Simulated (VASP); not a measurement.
# Rh in VASP: a series of runs, part 2 of 2

VASP 6.6.1.

### 5 Single point, PBEsol (strain -0.030 along x and y, +0.000 along z)

The input, INCAR:

```
PREC     = Accurate       # precision mode
ENCUT    = 520            # plane-wave cutoff, eV
EDIFF    = 1E-7           # SCF threshold, eV
ISMEAR   = 0              # smearing method
SIGMA    = 0.15           # smearing width, eV
LREAL    = F              # projectors in reciprocal space
LASPH    = T              # aspherical terms in the spheres
NELM     = 60             # most SCF steps
ALGO     = Fast           # electronic algorithm
ISIF     = 2              # what is computed and relaxed
LWAVE    = F              # write WAVECAR
LCHARG   = F              # write CHGCAR
GGA      = PS             # functional
NBANDS   = 14             # bands
```

The input, KPOINTS:

```
Automatic mesh
0
Gamma
  22 22 22
```

The input, POSCAR:

```
Rh
1.0
    0.0000000000      1.8445035000      1.9015500000
    1.8445035000      0.0000000000      1.9015500000
    1.8445035000      1.8445035000      0.0000000000
Rh
1
Direct
    0.0000000000      0.0000000000      0.0000000000
```

Potentials or basis: VASP PAW PBE potentials, release 64 (Rh_pv).

Command:

```bash
$ cat potpaw_PBE.64/Rh_pv/POTCAR > POTCAR
$ mpirun -np 1 vasp_std > vasp.out
```

OUTCAR:

```text
PREC = Accurate
   ENCUT = 520
   EDIFF = 1E-7
   ISMEAR = 0
   LREAL = F
   LASPH = T
   NELM = 60
   ISIF = 2
   GGA = PS

 ion  position               nearest neighbor table
   1  0.000  0.000  0.000-

  LATTYP: Found a body centered tetragonal cell.
 ALAT       =     2.6085218655
 C/A-ratio  =     1.4579521262

  Lattice vectors:

 A1 = (  -1.8445035000,   0.0000000000,   1.9015500000)
 A2 = (   1.8445035000,   0.0000000000,   1.9015500000)
 A3 = (   0.0000000000,   1.8445035000,  -1.9015500000)

Analysis of symmetry for initial positions (statically):
=====================================================================
 Subroutine PRICEL returns:
 Original cell was already a primitive cell.

 Routine SETGRP: Setting up the symmetry group for a
 body centered tetragonal supercell.

 Subroutine GETGRP returns: Found 16 space group operations
 (whereof 16 operations were pure point group operations)
 out of a pool of 16 trial point group operations.

The static configuration has the point symmetry D_4h.

Analysis of symmetry for dynamics (positions and initial velocities):
=====================================================================
 Subroutine PRICEL returns:
 Original cell was already a primitive cell.

 Routine SETGRP: Setting up the symmetry group for a
 body centered tetragonal supercell.

 Subroutine GETGRP returns: Found 16 space group operations
 (whereof 16 operations were pure point group operations)
 out of a pool of 16 trial point group operations.

The dynamic configuration has the point symmetry D_4h.

 Subroutine INISYM returns: Found 16 space group operations
 (whereof 16 operations are pure point group operations),
 and found     1 'primitive' translations

----------------------------------------------------------------------------------------

                                     Primitive cell

  volume of cell :      12.9389

[... 108 lines left out ...]
  Fermi-wavevector in a.u.,A,eV,Ry     =   1.719780  3.249914 40.241201  2.957645
  Thomas-Fermi vector in A             =   2.796343
   LORBIT       =      0    0 simple, 1 ext, 2 COOP (PROOUT), +10 PAW based schemes
   GGA     = PS    functional components
   LHFCALC =     F    Hartree Fock is set to
   AEXX    =    0.0000 exact exchange contribution
   IVDW    =     0    specifies the selected vdW correction
   LEPSILON=     F    determine dielectric tensor
   LRPA    =     F    only Hartree local field effects (RPA)
 non-spin polarized calculation
 RMM-DIIS sequential band-by-band and
 Gauss-broadening in eV      SIGMA  =   0.15
  energy-cutoff  :      520.00
  volume of cell :       12.94
 maximum number of plane-waves:       359
   NGX =  9   NGY =  9   NGZ =  9

 number of electron      14.9999998 magnetization

 Free energy of the ion-electron system (eV)
  ---------------------------------------------------
  ext. energy  EPLUGINS =         0.00000000
  ---------------------------------------------------
  free energy    TOTEN  =        -8.11370849 eV

  energy without entropy =       -8.10015003  energy(sigma->0) =       -8.10692926

 E-fermi :  12.9042     XC(G=0): -14.6126

 val. band max:       12.9029943485   @ k =  -0.4545   0.4091   0.0455
 cond. band min:      12.9073198295   @ k =   0.4545   0.3636   0.0000
 fundamental gap:      0.0043254810
 Fermi energy:        12.9041630537

 k-point     1 :       0.0000    0.0000    0.0000
  band No.  band energies     occupation
      1     -33.5442      2.00000
      2     -33.5247      2.00000
      3     -33.5247      2.00000
      4       4.3959      2.00000
      5       9.2679      2.00000
      6       9.6338      2.00000
      7       9.6338      2.00000
      8      11.5995      2.00000
      9      12.0488      2.00000
     10      28.7912      0.00000
     11      33.1025      0.00000
     12      33.9092      0.00000
     13      34.9231      0.00000
     14      34.9231      0.00000
[... 377 lines left out ...]
      1     -34.4270      2.00000
      2     -33.6946      2.00000
      3     -33.6290      2.00000
      4       6.2884      2.00000
      5       9.2024      2.00000
      6       9.6678      2.00000
      7      12.5878      1.99714
      8      13.3714      0.00001
      9      14.4911      0.00000
     10      22.3028      0.00000
     11      28.4372      0.00000
     12      33.1050      0.00000
     13      34.1563      0.00000
     14      35.0850      0.00000

 [... further k-points ...]
[... 5 lines left out ...]
  --------------------------------------------------------------------------------------
  -------------------------------------------------------------------------------------
  Total        1.3951758      1.3951758      0.6559405      0.0000000     -0.0000000      0.0000000
  in kB      172.7598435    172.7598435     81.2228703      0.0000000     -0.0000000      0.0000000
  external PRESSURE =     142.2475191 kB  Pullay stress =       0.0000000 kB

 VOLUME and BASIS-vectors are now :
 -----------------------------------------------------------------------------
  energy-cutoff  :      520.00
  volume of cell :       12.94
      direct lattice vectors                 reciprocal lattice vectors
     0.000000000  1.844503500  1.901550000    -0.271075658  0.271075658  0.262943388
     1.844503500  0.000000000  1.901550000     0.271075658 -0.271075658  0.262943388
     1.844503500  1.844503500  0.000000000     0.271075658  0.271075658 -0.262943388

 POSITION                                       TOTAL-FORCE (eV/Angst)
 -----------------------------------------------------------------------------------
      0.00000      0.00000      0.00000         0.000000     -0.000000      0.000000
 -----------------------------------------------------------------------------------
    total drift:                                0.000000      0.000000      0.000000

  FREE ENERGIE OF THE ION-ELECTRON SYSTEM (eV)
  ---------------------------------------------------
  free  energy   TOTEN  =        -8.1137084920 eV

  energy  without entropy=       -8.1001500304  energy(sigma->0) =       -8.10692926
```

It took 55 s on 1 thread of Intel Xeon 6975P-C (Granite Rapids), shared host; peak memory 0.24 GiB.

Results:

```
Free energy : -8.1137 eV
Pressure    : 14.2 GPa
```

Caveat: the cell differs from its parent crystal (strain -0.030 along x and y, +0.000 along z); the PAW data sets were made with another functional, which shifts forces and pressure a little.

### 6 Single point, PBEsol (strain -0.015 along x and y, -0.030 along z)

The input, INCAR:

```
PREC = Accurate
ENCUT = 520
EDIFF = 1E-6
ISMEAR = 0
SIGMA = 0.15
LREAL = F
LASPH = T
NELM = 80
ALGO = Fast
ISIF = 2
LWAVE = F
LCHARG = T
GGA = PS
LELF = T
LVHAR = T
NBANDS = 14
```

The input, KPOINTS:

```
regular mesh
0
Gamma
  22 22 22
```

The input, POSCAR:

```
Rh
1.0
    0.0000000000      1.8730267500      1.8445035000
    1.8730267500      0.0000000000      1.8445035000
    1.8730267500      1.8730267500      0.0000000000
Rh
1
Direct
    0.0000000000      0.0000000000      0.0000000000
```

Potentials or basis: VASP PAW PBE potentials, release 64 (Rh_pv).

Command:

```bash
$ cat potpaw_PBE.64/Rh_pv/POTCAR > POTCAR
$ mpirun -np 1 vasp_std > vasp.out
```

Run time: 50 s. Hardware: 1 thread of Intel Xeon 6975P-C (Granite Rapids), shared host; peak memory 0.24 GiB.

It converged, with:

| Quantity | Value |
| --- | --- |
| Free energy | -8.1196 eV |
| Pressure | 14.0 GPa |

Stress tensor (GPa, compression positive):
```
12.53  0.00  0.00
 0.00 12.53  0.00
 0.00  0.00 16.97
```

Levels at points of the mesh, in eV from the Fermi level:
```csv
k point,band 4,band 5,band 6,band 7,band 8,band 9,band 10,band 11
"(0.00, 0.00, 0.00)",-8.51,-3.46,-3.46,-3.28,-1.19,-0.97,15.87,20.20
"(0.50, 0.00, 0.00)",-6.69,-3.58,-3.39,0.59,0.60,0.70,9.24,15.40
"(0.50, 0.50, 0.00)",-6.95,-6.56,0.62,1.12,1.12,3.50,13.33,13.40
"(0.50, 0.00, 0.50)",-6.94,-6.54,0.63,1.03,1.18,3.15,12.88,13.59
```

Caveat: the cell differs from its parent crystal (strain -0.015 along x and y, -0.030 along z); the PAW data sets were made with another functional, which shifts forces and pressure a little.

### 7 The runs side by side

| cell | gap on the mesh (eV) | pressure (GPa) |
| --- | --- | --- |
| a = 2.730 Å, angles 60.0°, 1 atom | none | -15.8 |
| a = 2.770 Å, angles 60.0°, 1 atom | none | -23.9 |
| a = 2.629, b = 2.629, c = 2.609 Å, angles 60.3, 60.3, 59.5°, 1 atom | none | 19.8 |
| a = 2.649, b = 2.649, c = 2.609 Å, angles 60.5, 60.5, 59.0°, 1 atom | none | 14.2 |
| a = 2.629, b = 2.629, c = 2.649 Å, angles 59.7, 59.7, 60.5°, 1 atom | none | 14.0 |

Alike in all rows: task single point; level PBEsol; potentials or basis VASP PAW PBE potentials, release 64 (Rh_pv); no spin polarisation; k mesh 22 × 22 × 22; cutoff (eV) 520; smearing gaussian 0.15 eV.

Caveats: the PAW data sets were made with another functional, which shifts forces and pressure a little.

Total energies depend on the potentials used, so only differences within one code and one set of settings carry meaning.
